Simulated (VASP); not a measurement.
Here is a VASP 6.6.1 calculation.

File INCAR:

```
PREC = Accurate
ENCUT = 600
EDIFF = 1E-6
ISMEAR = 0
SIGMA = 0.01
LREAL = False
LASPH = True
NELM = 120
ALGO = Normal
ISIF = 2
LWAVE = False
LCHARG = False
GGA = PE
NBANDS = 19
GGA_COMPAT = False
```

File KPOINTS:

```
regular mesh
0
Gamma
  6 6 6
```

POSCAR

```
BaF2
1.0
    0.0000000000      3.1000500000      3.1000500000
    3.1000500000      0.0000000000      3.1000500000
    3.1000500000      3.1000500000      0.0000000000
Ba F
1 2
Direct
    0.0000000000      0.0000000000      0.0000000000
    0.2500000000      0.2500000000      0.2500000000
    0.7500000000      0.7500000000      0.7500000000
```

Potentials or basis: VASP PAW PBE potentials, release 64 (Ba_sv, F).

Command:

```sh
$ cat potpaw_PBE.64/Ba_sv/POTCAR potpaw_PBE.64/F/POTCAR > POTCAR
$ mpirun -np 1 vasp_std > vasp.out
```

Task: Estimate the pressure.

Result: 2.3 GPa.

Task: Estimate the band gap on the k mesh.

Result: 6.78 eV (least direct gap 6.84 eV).

Caveat: spin-orbit coupling is left out, which moves the levels of the heavy elements. A k mesh can miss the band edges.
